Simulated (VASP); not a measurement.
# Ni (Fm-3m) in VASP: further runs

The runs below take Ni through single point, with PBE.

Everything below comes from runs of VASP 6.6.1. Logs are shortened: lines on timing, memory, paths and dates and some standing lists are left out, and cuts for length are marked.

## Step 1: The cell of the first run

It takes space group Fm-3m (No. 225, cubic). Conventional cell: a = 3.518 Å, b = 3.518 Å, c = 3.518 Å, α = 90.00°, β = 90.00°, γ = 90.00°. Ni (site symmetry m-3m) has 12 Ni at 2.49 Å within 3.3 Å.

## Step 2: Single point, PBE, collinear spin, ferromagnetic start

Contents of INCAR:

```
SYSTEM = Ni
ALGO     = Normal         ! electronic algorithm
EDIFF    = 1E-6           ! SCF threshold, eV
ENCUT    = 520            ! plane-wave cutoff, eV
GGA      = PE             ! functional
ISIF     = 2              ! what is computed and relaxed
ISMEAR   = 0              ! smearing method
ISPIN    = 2              ! spin polarisation
ISYM     = 0            
LASPH    = .TRUE.         ! aspherical terms in the spheres
LCHARG   = .FALSE.        ! write CHGCAR
LMAXMIX  = 4              ! l up to which the mixer works
LORBIT   = 11             ! projections on sites
LREAL    = .FALSE.        ! projectors in reciprocal space
LWAVE    = .FALSE.        ! write WAVECAR
MAGMOM   = 0.75           ! initial moments
NBANDS   = 15             ! bands
NELM     = 150            ! most SCF steps
PREC     = Accurate       ! precision mode
SIGMA    = 0.1            ! smearing width, eV
```

Contents of KPOINTS:

```
k-points
0
G
  15 15 17
  0 0 0
```

Contents of POSCAR:

```
Ni
1.0
    2.4879381090      0.0000000000      0.0000000000
   -1.2439690545      2.1546176054      0.0000000000
    1.2439690545      0.7182058685      2.0313929595
Ni
1
Direct
    0.0000000000      0.0000000000      0.0000000000
```

Potentials or basis: VASP PAW PBE potentials, release 64 (Ni).

Run with:

```sh
> cat potpaw_PBE.64/Ni/POTCAR > POTCAR
> mpirun -np 1 vasp_std > vasp.out
```

OUTCAR:

```text
SYSTEM = Ni
   EDIFF = 1E-6
   ENCUT = 520
   GGA = PE
   ISIF = 2
   ISMEAR = 0
   ISPIN = 2
   ISYM = 0
   LASPH = .TRUE.
   LORBIT = 11
   LREAL = .FALSE.
   NELM = 150
   PREC = Accurate

 ion  position               nearest neighbor table
   1  0.000  0.000  0.000-

IMPORTANT INFORMATION: All symmetrisations will be switched off!
NOSYMM: (Re-)initialisation of all symmetry stuff for point group C_1.

----------------------------------------------------------------------------------------

                                     Primitive cell

  volume of cell :      10.8894

  direct lattice vectors                    reciprocal lattice vectors
     2.487938109  0.000000000  0.000000000     0.401939259  0.232059739 -0.328182031
    -1.243969054  2.154617605  0.000000000     0.000000000  0.464119479 -0.164091015
     1.243969054  0.718205869  2.031392960     0.000000000  0.000000000  0.492273046

  length of vectors
     2.487938109  2.487938109  2.487938109     0.568427951  0.492273046  0.492273046

  position of ions in fractional coordinates (direct lattice)
     0.000000000  0.000000000  0.000000000

  ion indices of the primitive-cell ions
   primitive index   ion index
                 1           1

----------------------------------------------------------------------------------------

 KPOINTS: k-points

Automatic generation of k-mesh.
 Grid dimensions read from file:
 generate k-points for:   15   15   17

 Generating k-lattice:

  Cartesian coordinates                     Fractional coordinates (reciprocal lattice)
     0.026795951  0.015470649 -0.021878802     0.066666667  0.000000000  0.000000000
     0.000000000  0.030941299 -0.010939401     0.000000000  0.066666667  0.000000000
     0.000000000  0.000000000  0.028957238     0.000000000  0.000000000  0.058823529

  Length of vectors
     0.037895197  0.032818203  0.028957238

  Shift w.r.t. Gamma in fractional coordinates (k-lattice)
     0.000000000  0.000000000  0.000000000

 -----------------------------------------------------------------------------
|                                                                             |
|           W    W    AA    RRRRR   N    N  II  N    N   GGGG   !!!           |
|           W    W   A  A   R    R  NN   N  II  NN   N  G    G  !!!           |
|           W    W  A    A  R    R  N N  N  II  N N  N  G       !!!           |
|           W WW W  AAAAAA  RRRRR   N  N N  II  N  N N  G  GGG   !            |
|           WW  WW  A    A  R   R   N   NN  II  N   NN  G    G                |
|           W    W  A    A  R    R  N    N  II  N    N   GGGG   !!!           |
|                                                                             |
|     Your reciprocal lattice and k-lattice belong to different lattice       |
|     classes:                                                                |
|                                                                             |
|        The reciprocal lattice is body-centered cubic,                       |
|        whereas your k-lattice is base-centered monoclinic.                  |
|                                                                             |
|     Results are often still useful ...                                      |
|                                                                             |
 -----------------------------------------------------------------------------

 WARNING: IBZKPT: internal override: KBLOWUP is changed to .FALSE.
      ... skipping the blow-up phase ...

 Subroutine IBZKPT returns following result:
 ===========================================

 Found   1913 irreducible k-points:

 Following reciprocal coordinates:
            Coordinates               Weight
  0.000000  0.000000  0.000000      1.000000
  0.066667  0.000000  0.000000      2.000000
  0.133333 -0.000000 -0.000000      2.000000
  0.200000 -0.000000  0.000000      2.000000
  0.266667 -0.000000 -0.000000      2.000000
  0.333333 -0.000000  0.000000      2.000000
[... 16 lines left out ...]
 -0.066667  0.066667 -0.000000      2.000000
  0.000000  0.133333  0.000000      2.000000
 [... further k-points ...]
   k-points           NKPTS =   1913   k-points in BZ     NKDIM =   1913   number of bands    NBANDS=     15
   number of dos      NEDOS =    301   number of ions     NIONS =      1
   total plane-waves  NPLWV =   8000
   dimension x,y,z NGX =    20 NGY =   20 NGZ =   20
   dimension x,y,z NGXF=    40 NGYF=   40 NGZF=   40
   ions per type =               1
   NGX,Y,Z   is equivalent  to a cutoff of  13.36, 13.36, 13.36 a.u.
   NGXF,Y,Z  is equivalent  to a cutoff of  26.73, 26.73, 26.73 a.u.
 SYSTEM =  Ni
   PREC   = accura    normal or accurate (medium, high low for compatibility)
   ISTART =      0    job   : 0-new  1-cont  2-samecut
   ICHARG =      2    charge: 1-file 2-atom 10-const
   ISPIN  =      2    spin polarized calculation?
   LNONCOLLINEAR =      F non collinear calculations
   LSORBIT =      F    spin-orbit coupling
   LASPH  =      T    aspherical Exc in radial PAW
   ENCUT  =  520.0 eV  38.22 Ry    6.18 a.u.   4.63  4.63  4.63*2*pi/ulx,y,z
   NELM   =    150;   NELMIN=  2; NELMDL= -5     # of ELM steps
   EDIFF  = 0.1E-05   stopping-criterion for ELM
   LREAL  =      F    real-space projection
   EDIFFG = 0.1E-04   stopping-criterion for IOM
   NSW    =      0    number of steps for IOM
   IBRION =     -1    ionic relax: 0-MD 1-quasi-New 2-CG
   NFREE  =      0    steps in history (QN), initial steepest desc. (CG)
   ISIF   =      2    stress and relaxation
   ISYM   =      0    0-nonsym 1-usesym 2-fastsym
   POTIM  = 0.5000    time-step for ionic-motion
   TEBEG  =    0.0;   TEEND  =   0.0 temperature during run
   PSTRESS=    0.0 pullay stress
   NELECT =      10.0000    total number of electrons
   NUPDOWN=      -1.0000    fix difference up-down
   EMIN   =  10.00;   EMAX   =-10.00  energy-range for DOS
   EFERMI =   0.00;   METHOD = LEGACY
   ISMEAR =     0;   SIGMA  =   0.10  broadening in eV -4-tet -1-fermi 0-gaus
   EFERMI_NEDOS =   21; number of points for ismear=-14 and -15
   IALGO  =     38    algorithm
   IMIX   =      4    mixing-type and parameters
     AMIX     =   0.40;   BMIX     =  1.00
     AMIX_MAG =   1.60;   BMIX_MAG =  1.00
  volume/ion in A,a.u.               =      10.89        73.49
  Fermi-wavevector in a.u.,A,eV,Ry     =   1.591257  3.007039 34.451285  2.532098
  Thomas-Fermi vector in A             =   2.689825
   LORBIT       =     11    0 simple, 1 ext, 2 COOP (PROOUT), +10 PAW based schemes
   GGA     = PE    functional components
   LHFCALC =     F    Hartree Fock is set to
   AEXX    =    0.0000 exact exchange contribution
   IVDW    =     0    specifies the selected vdW correction
   LEPSILON=     F    determine dielectric tensor
   LRPA    =     F    only Hartree local field effects (RPA)
 spin polarized calculation
 Gauss-broadening in eV      SIGMA  =   0.10
  energy-cutoff  :      520.00
  volume of cell :       10.89
 maximum number of plane-waves:       305
   NGX =  9   NGY =  9   NGZ =  9

 number of electron      10.0000009 magnetization       0.6313984

 Free energy of the ion-electron system (eV)
  ---------------------------------------------------
  ext. energy  EPLUGINS =         0.00000000
  ---------------------------------------------------
  free energy    TOTEN  =        -5.47512089 eV

  energy without entropy =       -5.46645494  energy(sigma->0) =       -5.47078792

 E-fermi :   9.3667     XC(G=0): -13.2505

 val. band max:        9.3661065584   @ k =   0.4000   0.3333   0.0588
 cond. band min:       9.3680792844   @ k =   0.2667   0.4000   0.2941
 fundamental gap:      0.0019727260
 Fermi energy:         9.3666641804

 spin component 1

 k-point     1 :       0.0000    0.0000    0.0000
  band No.  band energies     occupation
      1       0.3604      1.00000
      2       6.9243      1.00000
      3       6.9267      1.00000
      4       6.9272      1.00000
      5       8.1036      1.00000
      6       8.1066      1.00000
      7      33.0816      0.00000
      8      36.9343      0.00000
      9      36.9353      0.00000
     10      36.9354      0.00000
     11      39.8683      0.00000
     12      39.8687      0.00000
     13      39.8688      0.00000
     14      42.8379      0.00000
     15      49.1232      0.00000
[... 397 lines left out ...]
 k-point    24 :       0.0000    0.1333    0.0000
  band No.  band energies     occupation
      1       1.0441      1.00000
      2       6.7681      1.00000
      3       7.0576      1.00000
      4       7.0593      1.00000
      5       8.0593      1.00000
      6       8.0619      1.00000
      7      29.7403      0.00000
      8      34.0448      0.00000
      9      35.8098      0.00000
     10      35.8102      0.00000
     11      41.0327      0.00000
     12      41.5455      0.00000
     13      41.5458      0.00000
     14      45.6532      0.00000
     15      45.6535      0.00000

 [... further k-points ...]

 Fermi energy:         9.3666641804

 spin component 2

 k-point     1 :       0.0000    0.0000    0.0000
  band No.  band energies     occupation
      1       0.3245      1.00000
      2       7.6863      1.00000
      3       7.6879      1.00000
      4       7.6907      1.00000
      5       8.6922      1.00000
      6       8.6946      1.00000
      7      32.9163      0.00000
      8      36.9140      0.00000
      9      36.9148      0.00000
     10      36.9156      0.00000
     11      39.9695      0.00000
     12      39.9698      0.00000
     13      39.9712      0.00000
     14      42.7136      0.00000
     15      49.3225      0.00000
[... 397 lines left out ...]
 k-point    24 :       0.0000    0.1333    0.0000
  band No.  band energies     occupation
      1       1.0099      1.00000
      2       7.5056      1.00000
      3       7.8193      1.00000
      4       7.8223      1.00000
      5       8.6500      1.00000
      6       8.6527      1.00000
      7      29.7833      0.00000
      8      33.9290      0.00000
      9      35.8590      0.00000
     10      35.8596      0.00000
     11      40.9791      0.00000
     12      41.5461      0.00000
     13      41.5468      0.00000
     14      45.8289      0.00000
     15      45.8300      0.00000

 [... further k-points ...]

------------------------ aborting loop because EDIFF is reached ----------------------------------------

  FORCE on cell =-STRESS in cart. coord.  units (eV):
  Direction    XX          YY          ZZ          XY          YZ          ZX
  --------------------------------------------------------------------------------------
  -------------------------------------------------------------------------------------
  Total       -0.0003219     -0.0029912     -0.0127531      0.0023042      0.0035696      0.0061796
  in kB       -0.0473642     -0.4400951     -1.8763922      0.3390210      0.5252067      0.9092123
  external PRESSURE =      -0.7879505 kB  Pullay stress =       0.0000000 kB

 VOLUME and BASIS-vectors are now :
 -----------------------------------------------------------------------------
  energy-cutoff  :      520.00
  volume of cell :       10.89
      direct lattice vectors                 reciprocal lattice vectors
     2.487938109  0.000000000  0.000000000     0.401939259  0.232059739 -0.328182031
    -1.243969054  2.154617605  0.000000000     0.000000000  0.464119479 -0.164091015
     1.243969054  0.718205869  2.031392960     0.000000000  0.000000000  0.492273046

 POSITION                                       TOTAL-FORCE (eV/Angst)
 -----------------------------------------------------------------------------------
      0.00000      0.00000      0.00000        -0.000000      0.000000      0.000000
 -----------------------------------------------------------------------------------
    total drift:                               -0.000000      0.000000      0.000000

  FREE ENERGIE OF THE ION-ELECTRON SYSTEM (eV)
  ---------------------------------------------------
  free  energy   TOTEN  =        -5.4751208948 eV

  energy  without entropy=       -5.4664549368  energy(sigma->0) =       -5.47078792

 total charge

# of ion       s       p       d       tot
------------------------------------------
    1        0.497   0.497   8.314   9.308

 magnetization (x)

# of ion       s       p       d       tot
------------------------------------------
    1       -0.006  -0.025   0.676   0.644
```

Wall time 6 min (1 thread of AMD EPYC 9R45 (Zen 5), shared host); peak memory 0.5 GiB.

Results:

- Free energy: -5.4751 eV
- Pressure: -0.1 GPa
- Net moment: 0.63 μB per cell
- Site moments: Ni +0.64 μB
- Valence electrons inside the program's atomic spheres: Ni 9.31

Stress tensor (GPa, compression positive):
```
 0.00  0.03  0.09
 0.03 -0.04  0.05
 0.09  0.05 -0.19
```

## Step 3: Single point, PBE, collinear spin, ferromagnetic start

Contents of INCAR:

```
PREC = Accurate ; ENCUT = 520
EDIFF = 1E-7 ; ISMEAR = 0
SIGMA = 0.1 ; LREAL = False
LASPH = True ; NELM = 150
ALGO = Normal ; ISIF = 2
LWAVE = False ; LCHARG = False
ISPIN = 2 ; MAGMOM = 0.75
LORBIT = 11 ; LMAXMIX = 4
GGA = PE ; NBANDS = 15
ISYM = 0
```

Contents of KPOINTS:

```
regular mesh
0
Gamma
  14 14 19
```

Contents of POSCAR:

```
Ni
1.0
    2.4879379460      0.0000000000      0.0000000000
    0.0000000000      2.4879379460      0.0000000000
    1.2439689730      1.2439689730      1.7592377928
Ni
1
Direct
    0.0000000000      0.0000000000      0.0000000000
```

Potentials or basis: VASP PAW PBE potentials, release 64 (Ni).

Run with:

```sh
> cat potpaw_PBE.64/Ni/POTCAR > POTCAR
> mpirun -np 1 vasp_std > vasp.out
```

Wall time 20 min (1 thread of Intel Xeon 8259CL, shared host); peak memory 0.53 GiB.

It converged, with:

- Free energy: -5.4736 eV
- Pressure: -0.1 GPa
- Net moment: 0.61 μB per cell
- Site moments: Ni +0.63 μB
- Valence electrons inside the program's atomic spheres: Ni 9.31

Stress tensor (GPa, compression positive):
```
-0.14  0.00  0.03
 0.00 -0.14  0.03
 0.03  0.03 -0.01
```

Levels at points of the mesh, in eV from the Fermi level:
Spin up:
```csv
k point,band 2,band 3,band 4,band 5,band 6,band 7,band 8,band 9
"(0.00, 0.00, 0.00)",-2.43,-2.43,-2.43,-1.25,-1.25,23.72,27.57,27.57
"(0.50, 0.00, 0.00)",-2.41,-2.41,-0.60,-0.60,-0.29,5.66,22.21,24.66
"(0.00, 0.50, 0.00)",-2.41,-2.41,-0.60,-0.60,-0.29,5.66,22.21,24.66
"(0.50, 0.50, 0.00)",-4.19,-0.54,-0.47,-0.47,2.45,9.21,14.82,14.82
```
Spin down:
| k point | band 1 | band 2 | band 3 | band 4 | band 5 | band 6 | band 7 | band 8 | band 9 | band 10 |
| --- | --- | --- | --- | --- | --- | --- | --- | --- | --- | --- |
| (0.00, 0.00, 0.00) | -9.04 | -1.69 | -1.69 | -1.68 | -0.68 | -0.68 | 23.55 | 27.55 | 27.55 | 27.55 |
| (0.50, 0.00, 0.00) | -4.40 | -1.80 | -1.80 | -0.36 | 0.14 | 0.15 | 6.07 | 22.06 | 24.74 | 24.74 |
| (0.00, 0.50, 0.00) | -4.40 | -1.80 | -1.80 | -0.36 | 0.14 | 0.15 | 6.07 | 22.06 | 24.74 | 24.74 |
| (0.50, 0.50, 0.00) | -4.30 | -3.58 | 0.05 | 0.38 | 0.38 | 2.40 | 9.45 | 14.82 | 14.82 | 19.88 |
